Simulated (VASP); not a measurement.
# MoS2 (R-3m) in VASP: notebook, part 2 of 2

VASP 6.6.1.

## (4) Single point, r2SCAN

This run uses another cell than the first one, of 17.04 Å³/atom.

POSCAR reads:

```
MoS2
1.0
    1.5640716975      0.9030172156      6.0323514456
   -1.5640716975      0.9030172156      6.0323514456
    0.0000000000     -1.8060344312      6.0323514456
Mo S
1 2
Direct
    0.0000000000      0.0000000000      0.0000000000
    0.2500000000      0.2500000000      0.2500000000
    0.7500000000      0.7500000000      0.7500000000
```

INCAR.step1 reads:

```
SYSTEM = MoS2
ALGO = Normal
EDIFF = 1E-4
ENCUT = 520
GGA = PE
ISMEAR = -1
LASPH = .TRUE.
LCHARG = .FALSE.
LREAL = .FALSE.
LWAVE = .TRUE.
NBANDS = 20
NELM = 60
PREC = Accurate
SIGMA = 0.05
```

INCAR.step2 reads:

```
SYSTEM = MoS2
ALGO = Normal
EDIFF = 1E-7
ENCUT = 520
ISIF = 2
ISMEAR = -1
ISTART = 1
LASPH = .TRUE.
LCHARG = .FALSE.
LMIXTAU = .TRUE.
LREAL = .FALSE.
LWAVE = .FALSE.
METAGGA = R2SCAN
NBANDS = 20
NELM = 60
PREC = Accurate
SIGMA = 0.05
```

KPOINTS reads:

```
k-points
0
G
  10 10 10
  0 0 0
```

Potentials or basis: VASP PAW PBE potentials, release 64 (Mo_sv, S).

The run is started by

```console
$ cat potpaw_PBE.64/Mo_sv/POTCAR potpaw_PBE.64/S/POTCAR > POTCAR
$ cp INCAR.step1 INCAR
$ mpirun -np 1 vasp_std > vasp.out
$ cp INCAR.step2 INCAR
$ mpirun -np 1 vasp_std > vasp.out
```

OUTCAR:

```text
SYSTEM = MoS2
   EDIFF = 1E-7
   ENCUT = 520
   ISIF = 2
   ISMEAR = -1
   ISTART = 1
   LASPH = .TRUE.
   LREAL = .FALSE.
   METAGGA = R2SCAN
   NELM = 60
   PREC = Accurate

 ion  position               nearest neighbor table
   1  0.000  0.000  0.000-   3 2.35   3 2.35   2 2.35   2 2.35   3 2.35   2 2.35
   2  0.250  0.250  0.250-   1 2.35   1 2.35   1 2.35
   3  0.750  0.750  0.750-   1 2.35   1 2.35   1 2.35

  LATTYP: Found a trigonal (rhomboedric) cell.
 ALAT       =     6.2969059331
 COS(alpha) =     0.8766074614

  Lattice vectors:

 A1 = (   1.5640716975,   0.9030172156,   6.0323514456)
 A2 = (  -1.5640716975,   0.9030172156,   6.0323514456)
 A3 = (   0.0000000000,  -1.8060344312,   6.0323514456)

Analysis of symmetry for initial positions (statically):
=====================================================================
 Subroutine PRICEL returns:
 Original cell was already a primitive cell.

 Routine SETGRP: Setting up the symmetry group for a
 trigonal (rhombohedral) supercell.

 Subroutine GETGRP returns: Found 12 space group operations
 (whereof 12 operations were pure point group operations)
[... 162 lines left out ...]

  energy without entropy =      -43.97205428  energy(sigma->0) =      -43.97479916

 E-fermi :   8.3167     XC(G=0): -11.7285

 val. band max:        8.2936855759   @ k =   0.1000   0.1000  -0.0000
 cond. band min:       8.3356356564   @ k =   0.2000   0.1000   0.1000
 fundamental gap:      0.0419500805
 Fermi energy:         8.3167369155

 k-point     1 :       0.0000    0.0000    0.0000
  band No.  band energies     occupation
      1     -55.5062      2.00000
      2     -28.9085      2.00000
      3     -28.7584      2.00000
      4     -28.7584      2.00000
      5      -7.9656      2.00000
      6      -6.1153      2.00000
[... 541 lines left out ...]
     19      16.1001      0.00000
     20      17.0941      0.00000

 [... further k-points ...]

------------------------ aborting loop because EDIFF is reached ----------------------------------------

  FORCE on cell =-STRESS in cart. coord.  units (eV):
  Direction    XX          YY          ZZ          XY          YZ          ZX
  --------------------------------------------------------------------------------------
  -------------------------------------------------------------------------------------
  Total        4.3443543      4.3443543      5.2670454      0.0000000      0.0000000      0.0000000
  in kB      136.1586526    136.1586526    165.0771920      0.0000000      0.0000000      0.0000000
  external PRESSURE =     145.7981658 kB  Pullay stress =       0.0000000 kB

 VOLUME and BASIS-vectors are now :
 -----------------------------------------------------------------------------
  energy-cutoff  :      520.00
  volume of cell :       51.12
      direct lattice vectors                 reciprocal lattice vectors
     1.564071697  0.903017216  6.032351446     0.319678440  0.184566433  0.055257612
    -1.564071697  0.903017216  6.032351446    -0.319678440  0.184566433  0.055257612
     0.000000000 -1.806034431  6.032351446     0.000000000 -0.369132867  0.055257612

 POSITION                                       TOTAL-FORCE (eV/Angst)
 -----------------------------------------------------------------------------------
      0.00000      0.00000      0.00000         0.000000      0.000000      0.000000
      0.00000      0.00000      4.52426        -0.000000      0.000000     -1.590129
      0.00000      0.00000     13.57279        -0.000000     -0.000000      1.590129
 -----------------------------------------------------------------------------------
    total drift:                               -0.000000     -0.000000      0.000000

  FREE ENERGIE OF THE ION-ELECTRON SYSTEM (eV)
  ---------------------------------------------------
  free  energy   TOTEN  =       -43.9775440429 eV

  energy  without entropy=      -43.9720542781  energy(sigma->0) =      -43.97479916
```

OSZICAR.step1:

```text
N       E                     dE             d eps       ncg     rms          rms(c)
DAV:   1     0.181228482820E+03    0.18123E+03   -0.13538E+04  4680   0.123E+03
DAV:   2    -0.150935956781E+02   -0.19632E+03   -0.19127E+03  5684   0.317E+02
DAV:   3    -0.221539151873E+02   -0.70603E+01   -0.69815E+01  5780   0.558E+01
DAV:   4    -0.222369000134E+02   -0.82985E-01   -0.82902E-01  5636   0.634E+00
DAV:   5    -0.222381689767E+02   -0.12690E-02   -0.12689E-02  5808   0.761E-01    0.276E+01
DAV:   6    -0.211853836799E+02    0.10528E+01   -0.11779E+01  4872   0.197E+01    0.103E+01
DAV:   7    -0.209530616637E+02    0.23232E+00   -0.49739E+00  4844   0.121E+01    0.709E+00
DAV:   8    -0.207999896368E+02    0.15307E+00   -0.82410E-01  5096   0.511E+00    0.201E+00
DAV:   9    -0.208025040822E+02   -0.25144E-02   -0.29751E-02  5456   0.107E+00    0.763E-01
DAV:  10    -0.208008774260E+02    0.16267E-02   -0.13101E-02  5176   0.709E-01    0.104E-01
DAV:  11    -0.208008428646E+02    0.34561E-04   -0.83874E-04  5344   0.201E-01
   1 F= -.20800843E+02 E0= -.20797962E+02  d E =-.576220E-02
```

It took 27 min on 1 thread of Intel Xeon 8259CL, shared host; peak memory 0.42 GiB.

Results:

```yaml
Free_energy: -43.9775 eV
Pressure: 14.6 GPa
Largest_force: 1.590 eV/Å
Band_gap_on_the_k_mesh: zero (bands 13 and 14 overlap by 0.75 eV)
```

Forces in eV/Å, atoms in the order of the input:
```
Mo   0.000  0.000  0.000
S    0.000  0.000 -1.590
S    0.000  0.000  1.590
```

Levels at points of the mesh, in eV from the Fermi level:
```csv
k point,band 9,band 10,band 11,band 12,band 13,band 14,band 15,band 16,band 17,band 18
"(0.00, 0.00, 0.00)",-4.71,-2.05,-1.41,-1.22,-1.22,-0.36,-0.36,3.68,3.68,6.63
"(0.50, 0.00, 0.00)",-5.82,-4.87,-3.17,-2.16,-1.84,1.14,2.17,3.67,4.59,5.83
"(0.50, 0.50, 0.00)",-5.17,-4.80,-3.23,-2.50,-2.07,1.14,1.92,4.19,5.11,5.23
"(0.50, 0.50, 0.50)",-4.69,-4.33,-1.20,-1.20,-0.48,-0.48,-0.06,3.81,3.81,6.40
```

Caveat: the cell stands under pressure; the PAW data sets were made with another functional, which shifts forces and pressure a little.

## (5) Single point, r2SCAN

This run uses another cell than the first one, of 17.39 Å³/atom.

POSCAR reads:

```
MoS2
1.0
    1.5748587398      0.9092451173      6.0739551840
   -1.5748587398      0.9092451173      6.0739551840
    0.0000000000     -1.8184902347      6.0739551840
Mo S
1 2
Direct
    0.0000000000      0.0000000000      0.0000000000
    0.2500000000      0.2500000000      0.2500000000
    0.7500000000      0.7500000000      0.7500000000
```

INCAR.step1 reads:

```
SYSTEM = MoS2
  ALGO = Normal
  EDIFF = 1E-4
  ENCUT = 520
  GGA = PE
  ISMEAR = -1
  LASPH = .TRUE.
  LCHARG = .FALSE.
  LREAL = .FALSE.
  LWAVE = .TRUE.
  NBANDS = 20
  NELM = 80
  PREC = Accurate
  SIGMA = 0.05
```

INCAR.step2 reads:

```
SYSTEM = MoS2
  ALGO = Normal
  EDIFF = 1E-7
  ENCUT = 520
  ISIF = 2
  ISMEAR = -1
  ISTART = 1
  LASPH = .TRUE.
  LCHARG = .FALSE.
  LMIXTAU = .TRUE.
  LREAL = .FALSE.
  LWAVE = .FALSE.
  METAGGA = R2SCAN
  NBANDS = 20
  NELM = 80
  PREC = Accurate
  SIGMA = 0.05
```

KPOINTS is that of step 4.

The run is started by

```console
$ cat potpaw_PBE.64/Mo_sv/POTCAR potpaw_PBE.64/S/POTCAR > POTCAR
$ cp INCAR.step1 INCAR
$ mpirun -np 1 vasp_std > vasp.out
$ cp INCAR.step2 INCAR
$ mpirun -np 1 vasp_std > vasp.out
```

Run time: 30 min. Hardware: 1 thread of Intel Xeon 8259CL, shared host; peak memory 0.42 GiB.

The run converged. Its results:

```yaml
Free_energy: -44.0614 eV
Pressure: 10.6 GPa
Largest_force: 1.182 eV/Å
Band_gap_on_the_k_mesh: zero (bands 13 and 14 overlap by 0.77 eV)
```

Forces on the atoms (eV/Å):
```
Mo   0.000  0.000  0.000
S    0.000  0.000 -1.182
S    0.000  0.000  1.182
```

Stress tensor (GPa, compression positive):
```
 9.82  0.00  0.00
 0.00  9.82  0.00
 0.00  0.00 12.19
```

Levels at points of the mesh, in eV from the Fermi level:
```
           k point  band 10  band 11  band 12  band 13  band 14  band 15  band 16  band 17
(0.00, 0.00, 0.00)    -2.02    -1.35    -1.17    -1.17    -0.38    -0.38     3.59     3.59
(0.50, 0.00, 0.00)    -4.76    -3.14    -2.10    -1.82     1.11     2.10     3.60     4.49
(0.50, 0.50, 0.00)    -4.69    -3.18    -2.42    -2.05     1.11     1.88     4.09     5.13
(0.50, 0.50, 0.50)    -4.24    -1.15    -1.15    -0.48    -0.48    -0.08     3.72     3.72
```

Caveat: the cell stands under pressure; the PAW data sets were made with another functional, which shifts forces and pressure a little.

## (6) The runs side by side

| level | potentials or basis | cell | gap on the mesh (eV) | pressure (GPa) | largest force (eV/Å) |
| --- | --- | --- | --- | --- | --- |
| LDA | VASP PAW LDA potentials, release 64 (Mo_sv, S) | a = 6.383 Å, angles 28.8°, 3 atoms | none | 0.2 | 0.60 |
| r2SCAN | VASP PAW PBE potentials, release 64 (Mo_sv, S) | a = 6.253 Å, angles 28.8°, 3 atoms | none | 19.0 | 2.03 |
| r2SCAN | VASP PAW PBE potentials, release 64 (Mo_sv, S) | a = 6.297 Å, angles 28.8°, 3 atoms | none | 14.6 | 1.59 |
| r2SCAN | VASP PAW PBE potentials, release 64 (Mo_sv, S) | a = 6.340 Å, angles 28.8°, 3 atoms | none | 10.6 | 1.18 |

Alike in all rows: task single point; no spin polarisation; k mesh 10 × 10 × 10; cutoff (eV) 520; smearing fermi-dirac 0.05 eV.

Caveats: the cell stands under pressure (at least some runs); the PAW data sets were made with another functional, which shifts forces and pressure a little (at least some runs).

Total energies depend on the potentials used, so only differences within one code and one set of settings carry meaning.

The gap in the log of VASP goes by the Fermi energy; the results here count the filled bands.